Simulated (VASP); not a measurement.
# KCl in VASP: a series of runs, part 3 of 3

VASP 6.6.1. Earlier steps stand in the parts before.

## 6. Single point, PBE (atoms moved at random and the cell strained at random)

File INCAR:

```
SYSTEM = KCl
PREC     = Accurate       ! precision mode
ENCUT    = 520            ! plane-wave cutoff, eV
EDIFF    = 1E-6           ! SCF threshold, eV
ISMEAR   = 0              ! smearing method
SIGMA    = 0.02           ! smearing width, eV
LREAL    = .False.        ! projectors in reciprocal space
LASPH    = .True.         ! aspherical terms in the spheres
NELM     = 80             ! most SCF steps
ALGO     = Normal         ! electronic algorithm
ISIF     = 2              ! what is computed and relaxed
LWAVE    = .False.        ! write WAVECAR
LCHARG   = .True.         ! write CHGCAR
GGA      = PE             ! functional
LELF     = .True.         ! ELF
LVHAR    = .True.       
NBANDS   = 15             ! bands
```

File KPOINTS:

```
Automatic mesh
0
Gamma
  6 6 6
  0 0 0
```

File POSCAR:

```
KCl
1.0
   -0.0288151930      3.1827690450      3.1969083730
    3.1657261050      0.0013886840      3.1667044960
    3.1684719120      3.1553109750     -0.0013571230
K Cl
1 1
Direct
    0.0068391369     -0.0055432337      0.0112496435
    0.4931608631      0.5055432337      0.4887503565
```

Potentials or basis: VASP PAW PBE potentials, release 64 (K_sv, Cl).

Started as:

```bash
$ cat potpaw_PBE.64/K_sv/POTCAR potpaw_PBE.64/Cl/POTCAR > POTCAR
$ mpirun -np 1 vasp_std > vasp.out
```

OUTCAR:

```text
SYSTEM = KCl
   PREC = Accurate
   ENCUT = 520
   EDIFF = 1E-6
   ISMEAR = 0
   LREAL = .False.
   LASPH = .True.
   NELM = 80
   ISIF = 2
   GGA = PE

 ion  position               nearest neighbor table
   1  0.007  0.994  0.011-   2 3.05   2 3.15   2 3.18   2 3.19   2 3.22
   2  0.493  0.506  0.489-   1 3.05   1 3.15   1 3.18   1 3.19   1 3.22

  LATTYP: Found a triclinic cell.
 ALAT       =     4.4777048881
 B/A-ratio  =     0.9983529126
 C/A-ratio  =     1.0074840537
 COS(alpha) =     0.0044566507
 COS(beta)  =     0.4968769834
 COS(gamma) =     0.5005412492

  Lattice vectors:

 A1 = (  -3.1657261050,  -0.0013886840,  -3.1667044960)
 A2 = (   0.0027458070,   3.1539222910,  -3.1680616190)
 A3 = (   0.0288151930,  -3.1827690450,  -3.1969083730)

Analysis of symmetry for initial positions (statically):
=====================================================================
 Subroutine PRICEL returns:
 Original cell was already a primitive cell.

 Routine SETGRP: Setting up the symmetry group for a
 triclinic supercell.

 Subroutine GETGRP returns: Found  1 space group operations
 (whereof  1 operations were pure point group operations)
 out of a pool of  2 trial point group operations.

The static configuration has the point symmetry C_1 .
[... 171 lines left out ...]
      1     -29.2223      2.00000
      2     -14.0472      2.00000
      3     -12.6836      2.00000
      4     -12.6824      2.00000
      5     -12.6801      2.00000
      6      -1.9783      2.00000
      7      -1.9526      2.00000
      8      -1.9521      2.00000
      9       3.1292      0.00000
     10       6.3431      0.00000
     11       6.4509      0.00000
     12       6.4662      0.00000
     13       7.2657      0.00000
     14       7.3086      0.00000
[... 401 lines left out ...]
      2     -14.1714      2.00000
      3     -12.7173      2.00000
      4     -12.7028      2.00000
      5     -12.5098      2.00000
      6      -2.8175      2.00000
      7      -2.2955      2.00000
      8      -2.2190      2.00000
      9       5.6247      0.00000
     10       6.2218      0.00000
     11       8.0974      0.00000
     12       8.5888      0.00000
     13       8.6411      0.00000
     14       9.0985      0.00000
     15       9.7818      0.00000

 [... further k-points ...]
[... 5 lines left out ...]
  --------------------------------------------------------------------------------------
  -------------------------------------------------------------------------------------
  Total        0.0786211      0.2474167      0.0640226      0.0127684     -0.0257660      0.0256988
  in kB        1.9634285      6.1788091      1.5988536      0.3188696     -0.6434618      0.6417843
  external PRESSURE =       3.2470304 kB  Pullay stress =       0.0000000 kB

 VOLUME and BASIS-vectors are now :
 -----------------------------------------------------------------------------
  energy-cutoff  :      520.00
  volume of cell :       64.16
      direct lattice vectors                 reciprocal lattice vectors
    -0.028815193  3.182769045  3.196908373    -0.155745291  0.156461848  0.155628559
     3.165726105  0.001388684  3.166704496     0.157298079 -0.157885959  0.158605458
     3.168471912  3.155310975 -0.001357123     0.157031385  0.159172053 -0.157052670

 POSITION                                       TOTAL-FORCE (eV/Angst)
 -----------------------------------------------------------------------------------
      3.18362      0.05864      3.17100        -0.039136     -0.146452     -0.010120
      3.13479      3.11248      3.17683         0.039136      0.146452      0.010120
 -----------------------------------------------------------------------------------
    total drift:                               -0.000067     -0.000068     -0.000034

  FREE ENERGIE OF THE ION-ELECTRON SYSTEM (eV)
  ---------------------------------------------------
  free  energy   TOTEN  =        -6.8007781062 eV

  energy  without entropy=       -6.8007781062  energy(sigma->0) =       -6.80077811
```

It took 80 s on 1 thread of AMD EPYC 7R13, shared host; peak memory 0.26 GiB.

What came out:

- Free energy: -6.8008 eV
- Pressure: 0.3 GPa
- Largest force: 0.152 eV/Å
- Band gap on the k mesh: 5.08 eV, direct

Forces in eV/Å, atoms in the order of the input:
```
K   -0.039 -0.146 -0.010
Cl   0.039  0.146  0.010
```

Levels at points of the mesh, in eV from the valence-band top:
```
           k point  band 6  band 7  band 8  band 9  band 10  band 11
(0.00, 0.00, 0.00)   -0.03    0.00    0.00    5.08     8.30     8.40
(0.50, 0.00, 0.00)   -1.01   -0.29   -0.28    7.49     8.42    10.36
(0.00, 0.50, 0.00)   -1.01   -0.32   -0.30    7.49     8.48    10.36
(0.50, 0.50, 0.00)   -0.64   -0.23   -0.21    6.57     8.19     9.88
(0.00, 0.00, 0.50)   -1.01   -0.32   -0.30    7.49     8.49    10.35
(0.50, 0.00, 0.50)   -0.63   -0.24   -0.21    6.55     8.22     9.69
(0.00, 0.50, 0.50)   -0.64   -0.24   -0.21    6.57     8.20     9.86
(0.50, 0.50, 0.50)   -1.01   -0.33   -0.30    7.50     8.49    10.37
```

Caveat: the cell differs from its parent crystal (atoms moved at random and the cell strained at random).

## 7. The runs side by side

```tsv
cell	gap on the mesh (eV)	pressure (GPa)	largest force (eV/Å)
a = 4.463 Å, angles 60.0°, 2 atoms	5.16	0.7	0.12
a = 4.565 Å, angles 60.0°, 2 atoms	4.93	-0.5	-
a = 4.513 Å, angles 60.0°, 2 atoms	5.04	0.0	-
a = 4.511, b = 4.478, c = 4.472 Å, angles 59.9, 60.5, 60.2°, 2 atoms	5.08	0.3	0.15
```

Some of these runs hold the atoms at other places in the same cell, which the table doesn't show; runs alike in all that it shows share one row.

Alike in all rows: task single point; level PBE; potentials or basis VASP PAW PBE potentials, release 64 (K_sv, Cl); no spin polarisation; k mesh 6 × 6 × 6; cutoff (eV) 520; smearing gaussian 0.02 eV.

Total energies depend on the potentials used, so only differences within one code and one set of settings carry meaning.
